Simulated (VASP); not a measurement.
The system is Br.

```
Br
1.0
     3.38552   -2.33793    0.00000
     3.38552    2.33793    0.00000
     0.00000    0.00000    8.75993
Br
4
Direct
  0.36510 0.63490 0.39010
  0.13490 0.86510 0.89010
  0.63490 0.36510 0.60990
  0.86510 0.13490 0.10990
```

Base run:

```yaml
Program: VASP 6.6.1
Functional: PBE
Potentials_or_basis: VASP PAW PBE potentials, release 64 (Br)
Cutoff: 520 eV
k_mesh: 7 × 7 × 3
Occupations: fermi-dirac, width 0.05 eV
Spin: no spin polarisation
```

Its results: band gap on the k mesh 1.84 eV, indirect (least direct gap 1.86 eV); pressure 1.3 GPa; largest force 0.659 eV/Å.

Task: After a change of settings the same cell gave: band gap on the k mesh 1.78 eV, indirect (least direct gap 1.80 eV); pressure -0.4 GPa; largest force 0.527 eV/Å. Which change was it?
A. k mesh from 7 × 7 × 3 to 6 × 6 × 3
B. functional from PBE to LDA; potentials or basis from VASP PAW PBE potentials, release 64 (Br) to VASP PAW LDA potentials, release 64 (Br)
C. functional from PBE to PBEsol

Result: C.

PBEsol binds more tightly than PBE, so the same cell stands under less pressure.

Caveats: the PAW data sets were made with another functional, which shifts forces and pressure a little (some runs).
